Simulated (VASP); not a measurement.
# TiB2 in VASP: settings compared, part 2 of 2

VASP 6.6.1. Earlier steps stand in the parts before.

## Step 4: Single point, PBE-based screened hybrid

This run uses another cell than the first one, of 8.55 Å³/atom, 0.962 times its volume.

Input file POSCAR:

```
TiB2
1.0
    3.0292000000      0.0000000000      0.0000000000
   -1.5146000000      2.6233641531      0.0000000000
    0.0000000000      0.0000000000      3.2284000000
Ti B
1 2
Direct
    0.0000000000      0.0000000000      0.0000000000
    0.6666666667      0.3333333333      0.5000000000
    0.3333333333      0.6666666667      0.5000000000
```

Input file INCAR.step1:

```
  PREC = Accurate
  ENCUT = 520
  EDIFF = 1E-5
  ISMEAR = -1
  SIGMA = 0.05
  LREAL = False
  LASPH = True
  NELM = 60
  ALGO = Normal
  ISIF = 2
  LWAVE = True
  LCHARG = False
  NBANDS = 16
  GGA = PE
```

Input file INCAR.step2:

```
  PREC = Accurate
  ENCUT = 520
  EDIFF = 1E-6
  ISMEAR = -1
  SIGMA = 0.05
  LREAL = False
  LASPH = True
  NELM = 60
  ALGO = Normal
  ISIF = 2
  LWAVE = False
  LCHARG = False
  GGA = PE
  LHFCALC = True
  AEXX = 0.25
  HFSCREEN = 0.3
  PRECFOCK = Normal
  NBANDS = 16
  ISTART = 1
```

Input file KPOINTS:

```
regular mesh
0
Gamma
  5 5 4
```

Potentials or basis: VASP PAW PBE potentials, release 64 (Ti_sv, B).

Run with:

```bash
> cat potpaw_PBE.64/Ti_sv/POTCAR potpaw_PBE.64/B/POTCAR > POTCAR
> cp INCAR.step1 INCAR
> mpirun -np 1 vasp_std > vasp.out
> cp INCAR.step2 INCAR
> mpirun -np 1 vasp_std > vasp.out
```

OUTCAR:

```text
PREC = Accurate
   ENCUT = 520
   EDIFF = 1E-6
   ISMEAR = -1
   LREAL = False
   LASPH = True
   NELM = 60
   ISIF = 2
   GGA = PE
   LHFCALC = True
   AEXX = 0.25
   HFSCREEN = 0.3
   PRECFOCK = Normal
   ISTART = 1

 ion  position               nearest neighbor table
   1  0.000  0.000  0.000-   2 2.38   3 2.38   2 2.38   3 2.38   3 2.38   3 2.38   2 2.38   2 2.38
                             2 2.38   2 2.38   3 2.38   3 2.38
   2  0.667  0.333  0.500-   3 1.75   3 1.75   3 1.75   1 2.38   1 2.38   1 2.38   1 2.38   1 2.38
                             1 2.38
   3  0.333  0.667  0.500-   2 1.75   2 1.75   2 1.75   1 2.38   1 2.38   1 2.38   1 2.38   1 2.38
                             1 2.38

  LATTYP: Found a hexagonal cell.
 ALAT       =     3.0292000000
 C/A-ratio  =     1.0657599366

  Lattice vectors:

 A1 = (   3.0292000000,   0.0000000000,   0.0000000000)
 A2 = (  -1.5146000000,   2.6233641531,   0.0000000000)
 A3 = (   0.0000000000,   0.0000000000,   3.2284000000)

Analysis of symmetry for initial positions (statically):
=====================================================================
 Subroutine PRICEL returns:
 Original cell was already a primitive cell.

 Routine SETGRP: Setting up the symmetry group for a
 hexagonal supercell.

 Subroutine GETGRP returns: Found 24 space group operations
 (whereof 24 operations were pure point group operations)
 out of a pool of 24 trial point group operations.

The static configuration has the point symmetry D_6h.

Analysis of symmetry for dynamics (positions and initial velocities):
=====================================================================
 Subroutine PRICEL returns:
 Original cell was already a primitive cell.

 Routine SETGRP: Setting up the symmetry group for a
 hexagonal supercell.

 Subroutine GETGRP returns: Found 24 space group operations
 (whereof 24 operations were pure point group operations)
 out of a pool of 24 trial point group operations.

The dynamic configuration has the point symmetry D_6h.

 Subroutine INISYM returns: Found 24 space group operations
 (whereof 24 operations are pure point group operations),
 and found     1 'primitive' translations

----------------------------------------------------------------------------------------

                                     Primitive cell

  volume of cell :      25.6551

  direct lattice vectors                    reciprocal lattice vectors
     3.029200000  0.000000000  0.000000000     0.330120164  0.190594965  0.000000000
    -1.514600000  2.623364153  0.000000000     0.000000000  0.381189931  0.000000000
     0.000000000  0.000000000  3.228400000     0.000000000  0.000000000  0.309750960

  length of vectors
     3.029200000  3.029200000  3.228400000     0.381189931  0.381189931  0.309750960

  position of ions in fractional coordinates (direct lattice)
     0.000000000  0.000000000  0.000000000
     0.666666667  0.333333333  0.500000000
     0.333333333  0.666666667  0.500000000

[... 42 lines left out ...]
  0.200000  0.200000  0.250000     12.000000
  0.400000  0.200000  0.250000     12.000000
  0.000000  0.000000  0.500000      1.000000
  0.200000 -0.000000  0.500000      6.000000
  0.400000 -0.000000  0.500000      6.000000
  0.200000  0.200000  0.500000      6.000000
  0.400000  0.200000  0.500000      6.000000
   k-points           NKPTS =     15   k-points in BZ     NKDIM =    100   number of bands    NBANDS=     16
   number of dos      NEDOS =    301   number of ions     NIONS =      3
   total plane-waves  NPLWV =  13824
   dimension x,y,z NGX =    24 NGY =   24 NGZ =   24
   dimension x,y,z NGXF=    48 NGYF=   48 NGZF=   48
   ions per type =               1   2
   NGX,Y,Z   is equivalent  to a cutoff of  13.17, 13.17, 12.36 a.u.
   NGXF,Y,Z  is equivalent  to a cutoff of  26.34, 26.34, 24.72 a.u.
 SYSTEM =  unknown system
   PREC   = accura    normal or accurate (medium, high low for compatibility)
   ISTART =      1    job   : 0-new  1-cont  2-samecut
   ICHARG =      0    charge: 1-file 2-atom 10-const
   ISPIN  =      1    spin polarized calculation?
   LNONCOLLINEAR =      F non collinear calculations
   LSORBIT =      F    spin-orbit coupling
   LASPH  =      T    aspherical Exc in radial PAW
   ENCUT  =  520.0 eV  38.22 Ry    6.18 a.u.   5.63  5.63  6.00*2*pi/ulx,y,z
   NELM   =     60;   NELMIN=  2; NELMDL=  0     # of ELM steps
   EDIFF  = 0.1E-05   stopping-criterion for ELM
   LREAL  =      F    real-space projection
   EDIFFG = 0.1E-04   stopping-criterion for IOM
   NSW    =      0    number of steps for IOM
   IBRION =     -1    ionic relax: 0-MD 1-quasi-New 2-CG
   NFREE  =      0    steps in history (QN), initial steepest desc. (CG)
   ISIF   =      2    stress and relaxation
   ISYM   =      3    0-nonsym 1-usesym 2-fastsym
   POTIM  = 0.5000    time-step for ionic-motion
   TEBEG  =    0.0;   TEEND  =   0.0 temperature during run
   PSTRESS=    0.0 pullay stress
   NELECT =      18.0000    total number of electrons
   NUPDOWN=      -1.0000    fix difference up-down
   EMIN   =  10.00;   EMAX   =-10.00  energy-range for DOS
   EFERMI =   0.00;   METHOD = LEGACY
   ISMEAR =    -1;   SIGMA  =   0.05  broadening in eV -4-tet -1-fermi 0-gaus
   EFERMI_NEDOS =   21; number of points for ismear=-14 and -15
   IALGO  =     38    algorithm
   IMIX   =      1    mixing-type and parameters
     AMIX     =   0.40;   BMIX     =  1.00
     AMIX_MAG =   1.60;   BMIX_MAG =  1.00
  volume/ion in A,a.u.               =       8.55        57.71
  Fermi-wavevector in a.u.,A,eV,Ry     =   1.454703  2.748990 28.792122  2.116161
  Thomas-Fermi vector in A             =   2.571823
   LORBIT       =      0    0 simple, 1 ext, 2 COOP (PROOUT), +10 PAW based schemes
   GGA     = PE    functional components
   LHFCALC =     T    Hartree Fock is set to
   PRECFOCK=normal    Normal, Fast or Accurate (Low or Medium for compatibility)
   ENCUT4O =  -1.0   cutoff for four orbital integrals eV
   NKREDX  =     1    reduce k-point grid by
   NKREDY  =     1    reduce k-point grid by
   NKREDZ  =     1    reduce k-point grid by
   AEXX    =    0.2500 exact exchange contribution
   HFSCREEN=    0.3000 screening length (either q_TF or 0.3 A-1)
   HFSCREENC=   0.3000 screening length for correlation (either q_TF or 0.3 A-1)
   ENCUTFOCK=  -1.0 apply spherical cutoff to Coloumb kernel
   IVDW    =     0    specifies the selected vdW correction
   LEPSILON=     F    determine dielectric tensor
   LRPA    =     F    only Hartree local field effects (RPA)
 non-spin polarized calculation
  energy-cutoff  :      520.00
  volume of cell :       25.66
 maximum number of plane-waves:       721
 NGX is ok and might be reduce to    24
  NGX = 18; NGY = 18; NGZ = 20

 number of electron      18.0000002 magnetization

 Free energy of the ion-electron system (eV)
  ---------------------------------------------------
  ext. energy  EPLUGINS =         0.00000000
  ---------------------------------------------------
  free energy    TOTEN  =       -27.12009989 eV

  energy without entropy =      -27.11514592  energy(sigma->0) =      -27.11762290

 E-fermi :  10.0788     XC(G=0): -10.5784

 val. band max:       10.0536643338   @ k =   0.0000   0.0000   0.5000
 cond. band min:      10.1229675483   @ k =   0.4000   0.2000   0.0000
 fundamental gap:      0.0693032145
 Fermi energy:        10.0787747583

 k-point     1 :       0.0000    0.0000    0.0000
  band No.  band energies     occupation
      1     -51.5971      2.00000
      2     -26.3265      2.00000
      3     -25.9967      2.00000
      4     -25.9967      2.00000
      5      -5.1941      2.00000
      6       7.0593      2.00000
[... 262 lines left out ...]
      3     -26.3634      2.00000
      4     -26.1703      2.00000
      5      -0.5077      2.00000
      6       1.1679      2.00000
[... 8 lines left out ...]
     15      18.3752      0.00000
     16      19.0805      0.00000

------------------------ aborting loop because EDIFF is reached ----------------------------------------

  FORCE on cell =-STRESS in cart. coord.  units (eV):
  Direction    XX          YY          ZZ          XY          YZ          ZX
  --------------------------------------------------------------------------------------
  -------------------------------------------------------------------------------------
  Total       -0.5280290     -0.5280290     -0.9568480      0.0000000     -0.0000000     -0.0000000
  in kB      -32.9757359    -32.9757359    -59.7557470      0.0000000     -0.0000000     -0.0000000
  external PRESSURE =     -41.9024062 kB  Pullay stress =       0.0000000 kB

 VOLUME and BASIS-vectors are now :
 -----------------------------------------------------------------------------
  energy-cutoff  :      520.00
  volume of cell :       25.66
      direct lattice vectors                 reciprocal lattice vectors
     3.029200000  0.000000000  0.000000000     0.330120164  0.190594965  0.000000000
    -1.514600000  2.623364153  0.000000000     0.000000000  0.381189931  0.000000000
     0.000000000  0.000000000  3.228400000     0.000000000  0.000000000  0.309750960

 POSITION                                       TOTAL-FORCE (eV/Angst)
 -----------------------------------------------------------------------------------
      0.00000      0.00000      0.00000         0.000000      0.000000     -0.000000
      1.51460      0.87445      1.61420        -0.000000     -0.000000      0.000000
     -0.00000      1.74891      1.61420         0.000000      0.000000     -0.000000
 -----------------------------------------------------------------------------------
    total drift:                               -0.000001     -0.000000      0.000001

  FREE ENERGIE OF THE ION-ELECTRON SYSTEM (eV)
  ---------------------------------------------------
  free  energy   TOTEN  =       -27.1200998882 eV

  energy  without entropy=      -27.1151459200  energy(sigma->0) =      -27.11762290
```

Run time: 6.3 min. Hardware: 1 thread of Intel Xeon 6975P-C (Granite Rapids), shared host; peak memory 0.25 GiB.

Results:

```
Free energy            : -27.1201 eV
Pressure               : -4.2 GPa
Band gap on the k mesh : zero (band 9 reaches 10.72 eV, above the bottom of band 10 at 10.05 eV)
```

Stress tensor (GPa, compression positive):
```
-3.30  0.00  0.00
 0.00 -3.30  0.00
 0.00  0.00 -5.98
```

Levels at points of the mesh, in eV from the Fermi level:
```
           k point  band 5  band 6  band 7  band 8  band 9  band 10  band 11  band 12  band 13  band 14
(0.00, 0.00, 0.00)  -15.27   -3.02   -3.02   -2.78   -2.32     2.40     2.40     4.29     4.29     6.23
(0.00, 0.00, 0.50)  -13.15   -8.74   -0.73   -0.73   -0.03    -0.03     0.64     0.64     2.21     7.14
```

Caveat: the k points lie up to 0.49 Å⁻¹ apart; the PAW data sets were made with another functional, which shifts forces and pressure a little.

## Step 5: Single point, LDA

This run uses another cell than the first one, of 8.18 Å³/atom, 0.920 times its volume.

Input file INCAR:

```
SYSTEM = TiB2
  PREC = Accurate
  ENCUT = 520
  EDIFF = 1E-7
  ISMEAR = -1
  SIGMA = 0.05
  LREAL = .FALSE.
  LASPH = .TRUE.
  NELM = 100
  ALGO = Normal
  ISIF = 2
  LWAVE = .FALSE.
  LCHARG = .FALSE.
  GGA = CA
  NBANDS = 16
```

Input file KPOINTS:

```
regular mesh
0
G
  10 10 8
  0 0 0
```

Input file POSCAR:

```
TiB2
1.0
    2.9928827924      0.0000000000      0.0000000000
   -1.4964413962      2.5919125287      0.0000000000
    0.0000000000      0.0000000000      3.1634685576
Ti B
1 2
Direct
    0.0000000000      0.0000000000      0.0000000000
    0.6666666667      0.3333333333      0.5000000000
    0.3333333333      0.6666666667      0.5000000000
```

Potentials or basis: VASP PAW LDA potentials, release 64 (Ti_sv, B).

Run with:

```bash
> cat potpaw_LDA.64/Ti_sv/POTCAR potpaw_LDA.64/B/POTCAR > POTCAR
> mpirun -np 1 vasp_std > vasp.out
```

Wall time 8.7 s (1 thread of Intel Xeon 6975P-C (Granite Rapids), shared host); peak memory 0.14 GiB.

Results (log left out):

```yaml
Free_energy: -26.9150 eV
Pressure: 0.6 GPa
Band_gap_on_the_k_mesh: zero (band 9 reaches 10.89 eV, above the bottom of band 10 at 10.18 eV)
```

Levels at points of the mesh, in eV from the Fermi level:
| k point | band 7 | band 8 | band 9 | band 10 | band 11 | band 12 |
| --- | --- | --- | --- | --- | --- | --- |
| (0.00, 0.00, 0.00) | -2.66 | -2.13 | -2.10 | 2.09 | 2.09 | 3.98 |
| (0.50, 0.00, 0.00) | -3.23 | -3.20 | -2.30 | 1.51 | 2.95 | 3.48 |
| (0.00, 0.00, 0.50) | -0.49 | -0.49 | -0.16 | -0.16 | 0.52 | 0.52 |
| (0.50, 0.00, 0.50) | -4.73 | -3.88 | -2.99 | 2.76 | 3.16 | 4.95 |

## Step 6: Single point, PBEsol

This run uses another cell than the first one, of 8.38 Å³/atom, 0.942 times its volume.

Input file INCAR:

```
SYSTEM = TiB2
PREC     = Accurate       ! precision mode
ENCUT    = 520            ! plane-wave cutoff, eV
EDIFF    = 1E-6           ! SCF threshold, eV
ISMEAR   = -1             ! smearing method
SIGMA    = 0.05           ! smearing width, eV
LREAL    = .False.        ! projectors in reciprocal space
LASPH    = .True.         ! aspherical terms in the spheres
NELM     = 60             ! most SCF steps
ALGO     = Normal         ! electronic algorithm
ISIF     = 2              ! what is computed and relaxed
LWAVE    = .False.        ! write WAVECAR
LCHARG   = .True.         ! write CHGCAR
GGA      = PS             ! functional
LELF     = .True.         ! ELF
LVHAR    = .True.       
NBANDS   = 16             ! bands
```

Input file KPOINTS:

```
Automatic mesh
0
Gamma
  10 10 8
  0 0 0
```

Input file POSCAR:

```
TiB2
1.0
    3.0165130812      0.0000000000      0.0000000000
   -1.5082565406      2.6123769592      0.0000000000
    0.0000000000      0.0000000000      3.1890638222
Ti B
1 2
Direct
    0.0000000000      0.0000000000      0.0000000000
    0.6666666667      0.3333333333      0.5000000000
    0.3333333333      0.6666666667      0.5000000000
```

Potentials or basis: VASP PAW PBE potentials, release 64 (Ti_sv, B).

Run with:

```bash
> cat potpaw_PBE.64/Ti_sv/POTCAR potpaw_PBE.64/B/POTCAR > POTCAR
> mpirun -np 1 vasp_std > vasp.out
```

Wall time 8.5 s (1 thread of Intel Xeon 6975P-C (Granite Rapids), shared host); peak memory 0.15 GiB.

Results (log left out):

- Free energy: -25.7863 eV
- Pressure: 0.4 GPa
- Band gap on the k mesh: zero (band 9 reaches 10.59 eV, above the bottom of band 10 at 9.89 eV)

Stress tensor (GPa, compression positive):
```
0.46 0.00 0.00
0.00 0.46 0.00
0.00 0.00 0.33
```

Levels at points of the mesh, in eV from the Fermi level:
| k point | band 6 | band 7 | band 8 | band 9 | band 10 | band 11 | band 12 | band 13 |
| --- | --- | --- | --- | --- | --- | --- | --- | --- |
| (0.00, 0.00, 0.00) | -2.62 | -2.62 | -2.14 | -2.10 | 2.04 | 2.04 | 3.90 | 3.90 |
| (0.50, 0.00, 0.00) | -9.15 | -3.22 | -3.15 | -2.28 | 1.47 | 2.89 | 3.40 | 3.57 |
| (0.00, 0.00, 0.50) | -7.62 | -0.47 | -0.47 | -0.17 | -0.17 | 0.51 | 0.51 | 1.86 |
| (0.50, 0.00, 0.50) | -7.46 | -4.66 | -3.84 | -3.07 | 2.69 | 3.08 | 4.78 | 4.86 |

Caveat: the PAW data sets were made with another functional, which shifts forces and pressure a little.

## Step 7: Overview

| level | potentials or basis | cell | k mesh | grid for exact exchange (PRECFOCK) | share of exact exchange | screening parameter | gap on the mesh (eV) | pressure (GPa) |
| --- | --- | --- | --- | --- | --- | --- | --- | --- |
| r2SCAN | VASP PAW PBE potentials, release 64 (Ti_sv, B) | a = 3.069, b = 3.069, c = 3.271 Å, angles 90.0, 90.0, 120.0°, 3 atoms | 10 × 10 × 8 | - | - | - | none | -9.8 |
| PBEsol+D4 | VASP PAW PBE potentials, release 64 (Ti_sv, B) | a = 3.029, b = 3.029, c = 3.228 Å, angles 90.0, 90.0, 120.0°, 3 atoms | 10 × 10 × 8 | - | - | - | none | -7.3 |
| PBE-based screened hybrid | VASP PAW PBE potentials, release 64 (Ti_sv, B) | a = 3.029, b = 3.029, c = 3.228 Å, angles 90.0, 90.0, 120.0°, 3 atoms | 5 × 5 × 4 | Normal | 0.25 | 0.3 1/Å | none | -4.2 |
| LDA | VASP PAW LDA potentials, release 64 (Ti_sv, B) | a = 2.993, b = 2.993, c = 3.163 Å, angles 90.0, 90.0, 120.0°, 3 atoms | 10 × 10 × 8 | - | - | - | none | 0.6 |
| PBEsol | VASP PAW PBE potentials, release 64 (Ti_sv, B) | a = 3.017, b = 3.017, c = 3.189 Å, angles 90.0, 90.0, 120.0°, 3 atoms | 10 × 10 × 8 | - | - | - | none | 0.4 |

Some of these runs hold the atoms at other places in the same cell, which the table doesn't show; runs alike in all that it shows share one row.

Alike in all rows: task single point; no spin polarisation; cutoff (eV) 520; smearing fermi-dirac 0.05 eV.

Caveats: some runs use coarse meshes; the PAW data sets were made with another functional, which shifts forces and pressure a little (some runs); pairwise dispersion overbinds metals, which lowers pressure and volume (some runs).

Absolute energies hang on the potentials; compare differences alone.
